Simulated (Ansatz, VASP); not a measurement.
K: VASP beside Ansatz

```xyz
2
Lattice="4.6530 0.0000 0.0000 -2.3265 4.0297 0.0000 0.0000 0.0000 7.5866" Properties=species:S:1:pos:R:3 pbc="T T T"
K     0.0000    2.6864    1.8966
K     2.3265    1.3432    5.6899
```

Alike in both runs: task single point; functional PBE; k mesh 13 × 13 × 7; occupations fermi-dirac, width 0.1 eV; no spin polarisation.

|  | VASP | Ansatz |
| --- | --- | --- |
| version | VASP 6.6.1 | Ansatz 0.2.0 |
| potentials or method | VASP PAW PBE potentials, release 64 (K_sv), cutoff 520 eV | plane waves (420 eV) with PAW, scalar-relativistic |
| valence electrons in the cell | 18 | 18 |

|  | VASP | Ansatz | Ansatz less VASP |
| --- | --- | --- | --- |
| pressure (GPa) | 0.2 | 0.2 | +0.01 |
